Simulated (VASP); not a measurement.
# Re (P6/mmm) in VASP: a series of runs, part 2 of 2

VASP 6.6.1.

## Step 3: Single point, revPBE

This run uses another cell than the first one, of 15.32 Å³/atom, 1.042 times its volume.

Input file INCAR:

```
PREC = Accurate ; ENCUT = 520
EDIFF = 1E-6 ; ISMEAR = -1
SIGMA = 0.1 ; LREAL = False
LASPH = True ; NELM = 80
ALGO = Normal ; ISIF = 2
LWAVE = False ; LCHARG = False
GGA = RE ; NBANDS = 18
```

Input file KPOINTS:

```
regular mesh
0
Gamma
  9 9 13
```

Input file POSCAR:

```
Re
1.0
    4.3913591619      0.0000000000      0.0000000000
   -2.1956795809      3.8030285913      0.0000000000
    0.0000000000      0.0000000000      2.7519768987
Re
3
Direct
    0.0000000000      0.0000000000      1.0000000000
    0.3333333333      0.6666666667      0.5000000000
    0.6666666667      0.3333333333      0.5000000000
```

Potentials or basis: VASP PAW PBE potentials, release 64 (Re).

Command:

```
$ cat potpaw_PBE.64/Re/POTCAR > POTCAR
$ mpirun -np 1 vasp_std > vasp.out
```

OUTCAR:

```text
PREC = Accurate
   ENCUT = 520
   EDIFF = 1E-6
   ISMEAR = -1
   LREAL = False
   LASPH = True
   NELM = 80
   ISIF = 2
   GGA = RE

 ion  position               nearest neighbor table
   1  0.000  0.000  0.000-   2 2.88   3 2.88   2 2.88   3 2.88   2 2.88   2 2.88   3 2.88   3 2.88
                             3 2.88   3 2.88   2 2.88   2 2.88
   2  0.333  0.667  0.500-   3 2.54   3 2.54   3 2.54   1 2.88   1 2.88   1 2.88   1 2.88   1 2.88
                             1 2.88
   3  0.667  0.333  0.500-   2 2.54   2 2.54   2 2.54   1 2.88   1 2.88   1 2.88   1 2.88   1 2.88
                             1 2.88

  LATTYP: Found a hexagonal cell.
 ALAT       =     4.3913591619
 C/A-ratio  =     0.6266799861

  Lattice vectors:

 A1 = (   4.3913591619,   0.0000000000,   0.0000000000)
 A2 = (  -2.1956795809,   3.8030285913,   0.0000000000)
 A3 = (   0.0000000000,   0.0000000000,   2.7519768987)

Analysis of symmetry for initial positions (statically):
=====================================================================
 Subroutine PRICEL returns:
 Original cell was already a primitive cell.

 Routine SETGRP: Setting up the symmetry group for a
 hexagonal supercell.

 Subroutine GETGRP returns: Found 24 space group operations
 (whereof 24 operations were pure point group operations)
 out of a pool of 24 trial point group operations.

The static configuration has the point symmetry D_6h.

Analysis of symmetry for dynamics (positions and initial velocities):
=====================================================================
 Subroutine PRICEL returns:
 Original cell was already a primitive cell.

 Routine SETGRP: Setting up the symmetry group for a
 hexagonal supercell.

 Subroutine GETGRP returns: Found 24 space group operations
 (whereof 24 operations were pure point group operations)
 out of a pool of 24 trial point group operations.

The dynamic configuration has the point symmetry D_6h.

 Subroutine INISYM returns: Found 24 space group operations
 (whereof 24 operations are pure point group operations),
 and found     1 'primitive' translations

----------------------------------------------------------------------------------------

                                     Primitive cell

  volume of cell :      45.9593

  direct lattice vectors                    reciprocal lattice vectors
     4.391359162  0.000000000  0.000000000     0.227719930  0.131474163  0.000000000
    -2.195679581  3.803028591  0.000000000     0.000000000  0.262948326  0.000000000
     0.000000000  0.000000000  2.751976899     0.000000000  0.000000000  0.363375143

  length of vectors
     4.391359162  4.391359162  2.751976899     0.262948326  0.262948326  0.363375143

  position of ions in fractional coordinates (direct lattice)
     0.000000000  0.000000000  0.000000000
     0.333333333  0.666666667  0.500000000
     0.666666667  0.333333333  0.500000000

  ion indices of the primitive-cell ions
   primitive index   ion index
                 1           1
                 2           2
                 3           3

----------------------------------------------------------------------------------------

 KPOINTS: regular mesh

Automatic generation of k-mesh.
 Grid dimensions read from file:
 generate k-points for:    9    9   13

 Generating k-lattice:

  Cartesian coordinates                     Fractional coordinates (reciprocal lattice)
     0.025302214  0.014608240  0.000000000     0.111111111  0.000000000  0.000000000
     0.000000000  0.029216481  0.000000000     0.000000000  0.111111111  0.000000000
     0.000000000  0.000000000  0.027951934     0.000000000  0.000000000  0.076923077

  Length of vectors
     0.029216481  0.029216481  0.027951934

  Shift w.r.t. Gamma in fractional coordinates (k-lattice)
     0.000000000  0.000000000  0.000000000

 Subroutine IBZKPT returns following result:
 ===========================================

 Found     84 irreducible k-points:

 Following reciprocal coordinates:
            Coordinates               Weight
  0.000000  0.000000  0.000000      1.000000
  0.111111  0.000000  0.000000      6.000000
  0.222222  0.000000  0.000000      6.000000
  0.333333  0.000000  0.000000      6.000000
  0.444444  0.000000  0.000000      6.000000
  0.111111  0.111111  0.000000      6.000000
[... 16 lines left out ...]
  0.333333  0.222222  0.076923     24.000000
  0.333333  0.333333  0.076923      4.000000
 [... further k-points ...]
   k-points           NKPTS =     84   k-points in BZ     NKDIM =     84   number of bands    NBANDS=     18
   number of dos      NEDOS =    301   number of ions     NIONS =      3
   total plane-waves  NPLWV =  25920
   dimension x,y,z NGX =    36 NGY =   36 NGZ =   20
   dimension x,y,z NGXF=    72 NGYF=   72 NGZF=   40
   ions per type =               3
   NGX,Y,Z   is equivalent  to a cutoff of  13.63, 13.63, 12.08 a.u.
   NGXF,Y,Z  is equivalent  to a cutoff of  27.26, 27.26, 24.16 a.u.
 SYSTEM =  unknown system
   PREC   = accura    normal or accurate (medium, high low for compatibility)
   ISTART =      0    job   : 0-new  1-cont  2-samecut
   ICHARG =      2    charge: 1-file 2-atom 10-const
   ISPIN  =      1    spin polarized calculation?
   LNONCOLLINEAR =      F non collinear calculations
   LSORBIT =      F    spin-orbit coupling
   LASPH  =      T    aspherical Exc in radial PAW
   ENCUT  =  520.0 eV  38.22 Ry    6.18 a.u.   8.17  8.17  5.12*2*pi/ulx,y,z
   NELM   =     80;   NELMIN=  2; NELMDL= -5     # of ELM steps
   EDIFF  = 0.1E-05   stopping-criterion for ELM
   LREAL  =      F    real-space projection
   EDIFFG = 0.1E-04   stopping-criterion for IOM
   NSW    =      0    number of steps for IOM
   IBRION =     -1    ionic relax: 0-MD 1-quasi-New 2-CG
   NFREE  =      0    steps in history (QN), initial steepest desc. (CG)
   ISIF   =      2    stress and relaxation
   ISYM   =      2    0-nonsym 1-usesym 2-fastsym
   POTIM  = 0.5000    time-step for ionic-motion
   TEBEG  =    0.0;   TEEND  =   0.0 temperature during run
   PSTRESS=    0.0 pullay stress
   NELECT =      21.0000    total number of electrons
   NUPDOWN=      -1.0000    fix difference up-down
   EMIN   =  10.00;   EMAX   =-10.00  energy-range for DOS
   EFERMI =   0.00;   METHOD = LEGACY
   ISMEAR =    -1;   SIGMA  =   0.10  broadening in eV -4-tet -1-fermi 0-gaus
   EFERMI_NEDOS =   21; number of points for ismear=-14 and -15
   IALGO  =     38    algorithm
   IMIX   =      4    mixing-type and parameters
     AMIX     =   0.40;   BMIX     =  1.00
     AMIX_MAG =   1.60;   BMIX_MAG =  1.00
  volume/ion in A,a.u.               =      15.32       103.38
  Fermi-wavevector in a.u.,A,eV,Ry     =   1.260928  2.382808 21.632425  1.589938
  Thomas-Fermi vector in A             =   2.394412
   LORBIT       =      0    0 simple, 1 ext, 2 COOP (PROOUT), +10 PAW based schemes
   GGA     = RE    functional components
   LHFCALC =     F    Hartree Fock is set to
   AEXX    =    0.0000 exact exchange contribution
   IVDW    =     0    specifies the selected vdW correction
   LEPSILON=     F    determine dielectric tensor
   LRPA    =     F    only Hartree local field effects (RPA)
 non-spin polarized calculation
  energy-cutoff  :      520.00
  volume of cell :       45.96
 maximum number of plane-waves:      1270
 NGX is ok and might be reduce to    36
   NGX = 17   NGY = 17   NGZ = 11

 number of electron      21.0000003 magnetization

 Free energy of the ion-electron system (eV)
  ---------------------------------------------------
  ext. energy  EPLUGINS =         0.00000000
  ---------------------------------------------------
  free energy    TOTEN  =       -35.35744876 eV

  energy without entropy =      -35.28358792  energy(sigma->0) =      -35.32051834

 E-fermi :   7.5170     XC(G=0): -13.4680

 val. band max:        7.5162795955   @ k =   0.2222   0.0000   0.0000
 cond. band min:       7.5223590538   @ k =   0.1111   0.0000   0.2308
 fundamental gap:      0.0060794583
 Fermi energy:         7.5169533585

 k-point     1 :       0.0000    0.0000    0.0000
  band No.  band energies     occupation
      1      -2.1121      2.00000
      2       1.8610      2.00000
      3       4.4690      2.00000
      4       4.7418      2.00000
      5       4.7418      2.00000
      6       4.7628      2.00000
[... 481 lines left out ...]
      5       4.2441      2.00000
      6       4.8437      2.00000
[... 10 lines left out ...]
     17      10.9160      0.00000
     18      11.5033      0.00000

 [... further k-points ...]

------------------------ aborting loop because EDIFF is reached ----------------------------------------

  FORCE on cell =-STRESS in cart. coord.  units (eV):
  Direction    XX          YY          ZZ          XY          YZ          ZX
  --------------------------------------------------------------------------------------
  -------------------------------------------------------------------------------------
  Total       -0.2357556     -0.2357556     -0.2806150     -0.0000000      0.0000000      0.0000000
  in kB       -8.2186265     -8.2186265     -9.7824627     -0.0000000      0.0000000      0.0000000
  external PRESSURE =      -8.7399052 kB  Pullay stress =       0.0000000 kB

 VOLUME and BASIS-vectors are now :
 -----------------------------------------------------------------------------
  energy-cutoff  :      520.00
  volume of cell :       45.96
      direct lattice vectors                 reciprocal lattice vectors
     4.391359162  0.000000000  0.000000000     0.227719930  0.131474163  0.000000000
    -2.195679581  3.803028591  0.000000000     0.000000000  0.262948326  0.000000000
     0.000000000  0.000000000  2.751976899     0.000000000  0.000000000  0.363375143

 POSITION                                       TOTAL-FORCE (eV/Angst)
 -----------------------------------------------------------------------------------
      0.00000      0.00000      0.00000         0.000000      0.000000     -0.000000
     -0.00000      2.53535      1.37599         0.000000     -0.000000      0.000000
      2.19568      1.26768      1.37599        -0.000000      0.000000     -0.000000
 -----------------------------------------------------------------------------------
    total drift:                                0.000000      0.000000     -0.000000

  FREE ENERGIE OF THE ION-ELECTRON SYSTEM (eV)
  ---------------------------------------------------
  free  energy   TOTEN  =       -35.3574487609 eV

  energy  without entropy=      -35.2835879247  energy(sigma->0) =      -35.32051834
```

OSZICAR:

```text
N       E                     dE             d eps       ncg     rms          rms(c)
DAV:   1     0.735518675514E+02    0.73552E+02   -0.96567E+03  5828   0.139E+03
DAV:   2    -0.285732261585E+02   -0.10213E+03   -0.93839E+02  5574   0.393E+02
DAV:   3    -0.368148568704E+02   -0.82416E+01   -0.70643E+01  4976   0.220E+02
DAV:   4    -0.373097984427E+02   -0.49494E+00   -0.46955E+00  5112   0.383E+01
DAV:   5    -0.373315017396E+02   -0.21703E-01   -0.21296E-01  5106   0.645E+00    0.458E+01
DAV:   6    -0.358897605441E+02    0.14417E+01   -0.18085E+00  5826   0.312E+01    0.190E+01
DAV:   7    -0.356238903203E+02    0.26587E+00   -0.25146E+00  5954   0.365E+01    0.436E+00
DAV:   8    -0.353681173584E+02    0.25577E+00   -0.10879E+00  5820   0.222E+01    0.114E+00
DAV:   9    -0.353577166610E+02    0.10401E-01   -0.36271E-02  5234   0.244E+00    0.125E-01
DAV:  10    -0.353574415155E+02    0.27515E-03   -0.16886E-03  5462   0.505E-01    0.809E-02
DAV:  11    -0.353574407573E+02    0.75829E-06   -0.12843E-04  5534   0.158E-01    0.404E-02
DAV:  12    -0.353574473842E+02   -0.66269E-05   -0.10912E-05  3838   0.757E-02    0.170E-02
DAV:  13    -0.353574486675E+02   -0.12833E-05   -0.66437E-07  1918   0.254E-02    0.639E-03
DAV:  14    -0.353574487609E+02   -0.93347E-07   -0.44685E-07  1848   0.210E-02
   1 F= -.35357449E+02 E0= -.35320518E+02  d E =-.738608E-01
```

stdout:

```text
POSCAR found type information on POSCAR Re
 POSCAR found :  1 types and       3 ions
 scaLAPACK will be used
 -----------------------------------------------------------------------------
|                                                                             |
|                                                                             |
|     You enforced a specific xc type in the INCAR file but a different       |
|     I HOPE YOU KNOW WHAT YOU ARE DOING!                                     |
|                                                                             |
 -----------------------------------------------------------------------------

 LDA part: xc-table for (Slater+PW92), standard interpolation
 POSCAR, INCAR and KPOINTS ok, starting setup
 FFT: planning ... GRIDC
 FFT: planning ... GRID_SOFT
 FFT: planning ... GRID
 WAVECAR not read
 entering main loop
```

It took 30 s on 1 thread of Intel Xeon 6975P-C (Granite Rapids), shared host; peak memory 0.2 GiB.

What came out:

```
Free energy : -35.3574 eV
Pressure    : -0.9 GPa
```

Caveat: the PAW data sets were made with another functional, which shifts forces and pressure a little; spin-orbit coupling is left out, which moves the levels of the heavy elements.

## Step 4: Single point, revPBE (volume scaled by 1.04)

Input file INCAR:

```
PREC = Accurate
ENCUT = 520
EDIFF = 1E-6
ISMEAR = -1
SIGMA = 0.1
LREAL = F
LASPH = T
NELM = 80
ALGO = Normal
ISIF = 2
LWAVE = F
LCHARG = F
GGA = RE
NBANDS = 18
```

Input file KPOINTS:

```
Automatic mesh
0
Gamma
  9 9 13
```

Input file POSCAR:

```
Re
1.0
    4.4491468304      0.0000000000      0.0000000000
   -2.2245734152      3.8530741803      0.0000000000
    0.0000000000      0.0000000000      2.7881912740
Re
3
Direct
    0.0000000000      0.0000000000      1.0000000000
    0.3333333333      0.6666666667      0.5000000000
    0.6666666667      0.3333333333      0.5000000000
```

Command:

```
$ cat potpaw_PBE.64/Re/POTCAR > POTCAR
$ mpirun -np 1 vasp_std > vasp.out
```

It took 32 s on 1 thread of Intel Xeon 6975P-C (Granite Rapids), shared host; peak memory 0.21 GiB.

It converged, with:

* Free energy: -35.2756 eV
* Pressure: -13.2 GPa

Stress tensor (GPa, compression positive):
```
-13.58   0.00   0.00
  0.00 -13.58   0.00
  0.00   0.00 -12.31
```

Levels at points of the mesh, in eV from the Fermi level:
| k point | band 6 | band 7 | band 8 | band 9 | band 10 | band 11 | band 12 | band 13 | band 14 | band 15 |
| --- | --- | --- | --- | --- | --- | --- | --- | --- | --- | --- |
| (0.00, 0.00, 0.00) | -2.63 | -2.63 | -1.75 | -0.72 | -0.72 | 0.06 | 0.06 | 0.10 | 0.10 | 3.90 |

Caveat: the cell differs from its parent crystal (volume scaled by 1.04); the PAW data sets were made with another functional, which shifts forces and pressure a little; spin-orbit coupling is left out, which moves the levels of the heavy elements.

## Step 5: Single point, revPBE (volume scaled by 1.08)

Input file INCAR:

```
SYSTEM = Re
ALGO = Normal ; EDIFF = 1E-6
ENCUT = 520 ; GGA = RE
ISIF = 2 ; ISMEAR = -1
LASPH = .True. ; LCHARG = .False.
LREAL = .False. ; LWAVE = .False.
NBANDS = 18 ; NELM = 60
PREC = Accurate ; SIGMA = 0.1
```

Input file KPOINTS:

```
k-points
0
Gamma
  9 9 13
  0 0 0
```

Input file POSCAR:

```
Re
1.0
    4.5054711240      0.0000000000      0.0000000000
   -2.2527355620      3.9018524494      0.0000000000
    0.0000000000      0.0000000000      2.8234885816
Re
3
Direct
    0.0000000000      0.0000000000      1.0000000000
    0.3333333333      0.6666666667      0.5000000000
    0.6666666667      0.3333333333      0.5000000000
```

Command:

```
$ cat potpaw_PBE.64/Re/POTCAR > POTCAR
$ mpirun -np 1 vasp_std > vasp.out
```

Wall time 32 s (1 thread of Intel Xeon 6975P-C (Granite Rapids), shared host); peak memory 0.21 GiB.

It converged, with:

```
Free energy : -35.0675 eV
Pressure    : -23.0 GPa
```

Stress tensor (GPa, compression positive):
```
-23.78   0.00   0.00
  0.00 -23.78   0.00
  0.00   0.00 -21.32
```

Levels at points of the mesh, in eV from the Fermi level:
```
           k point  band 6  band 7  band 8  band 9  band 10  band 11  band 12  band 13  band 14  band 15
(0.00, 0.00, 0.00)   -2.52   -2.52   -1.66   -0.68    -0.68     0.06     0.06     0.11     0.11     3.67
```

Caveat: the cell differs from its parent crystal (volume scaled by 1.08); the PAW data sets were made with another functional, which shifts forces and pressure a little; spin-orbit coupling is left out, which moves the levels of the heavy elements.

## Step 6: Single point, revPBE (volume scaled by 1.12)

Input file INCAR:

```
  ALGO = Normal
  EDIFF = 1E-7
  ENCUT = 520
  GGA = RE
  ISIF = 2
  ISMEAR = -1
  LASPH = T
  LCHARG = F
  LREAL = F
  LWAVE = F
  NBANDS = 18
  NELM = 60
  PREC = Accurate
  SIGMA = 0.1
```

Input file KPOINTS:

```
k-points
0
Gamma
  9 9 13
```

Input file POSCAR:

```
Re
1.0
    4.5604213094      0.0000000000      0.0000000000
   -2.2802106547      3.9494407059      0.0000000000
    0.0000000000      0.0000000000      2.8579247630
Re
3
Direct
    0.0000000000      0.0000000000      1.0000000000
    0.3333333333      0.6666666667      0.5000000000
    0.6666666667      0.3333333333      0.5000000000
```

Potentials or basis: VASP PAW PBE potentials, release 64 (Re).

Command:

```
$ cat potpaw_PBE.64/Re/POTCAR > POTCAR
$ mpirun -np 1 vasp_std > vasp.out
```

Wall time 35 s (1 thread of Intel Xeon 6975P-C (Granite Rapids), shared host); peak memory 0.22 GiB.

It converged, with:

- Free energy: -34.7589 eV
- Pressure: -30.8 GPa

Stress tensor (GPa, compression positive):
```
-31.89   0.00   0.00
  0.00 -31.89   0.00
  0.00   0.00 -28.47
```

Levels at points of the mesh, in eV from the Fermi level:
```csv
k point,band 6,band 7,band 8,band 9,band 10,band 11,band 12,band 13,band 14,band 15
"(0.00, 0.00, 0.00)",-2.41,-2.41,-1.59,-0.64,-0.64,0.07,0.07,0.11,0.11,3.45
```

Caveat: the cell differs from its parent crystal (volume scaled by 1.12); the PAW data sets were made with another functional, which shifts forces and pressure a little; spin-orbit coupling is left out, which moves the levels of the heavy elements.

## Step 7: The runs side by side

| cell | gap on the mesh (eV) | pressure (GPa) |
| --- | --- | --- |
| a = 4.332, b = 4.332, c = 2.715 Å, angles 90.0, 90.0, 120.0°, 3 atoms | none | 14.5 |
| a = 4.391, b = 4.391, c = 2.752 Å, angles 90.0, 90.0, 120.0°, 3 atoms | none | -0.9 |
| a = 4.449, b = 4.449, c = 2.788 Å, angles 90.0, 90.0, 120.0°, 3 atoms | none | -13.2 |
| a = 4.505, b = 4.505, c = 2.823 Å, angles 90.0, 90.0, 120.0°, 3 atoms | none | -23.0 |
| a = 4.560, b = 4.560, c = 2.858 Å, angles 90.0, 90.0, 120.0°, 3 atoms | none | -30.8 |

Alike in all rows: task single point; level revPBE; potentials or basis VASP PAW PBE potentials, release 64 (Re); no spin polarisation; k mesh 9 × 9 × 13; cutoff (eV) 520; smearing fermi-dirac 0.1 eV.

Caveats: the PAW data sets were made with another functional, which shifts forces and pressure a little; spin-orbit coupling is left out, which moves the levels of the heavy elements.

Total energies depend on the potentials used, so only differences within one code and one set of settings carry meaning.
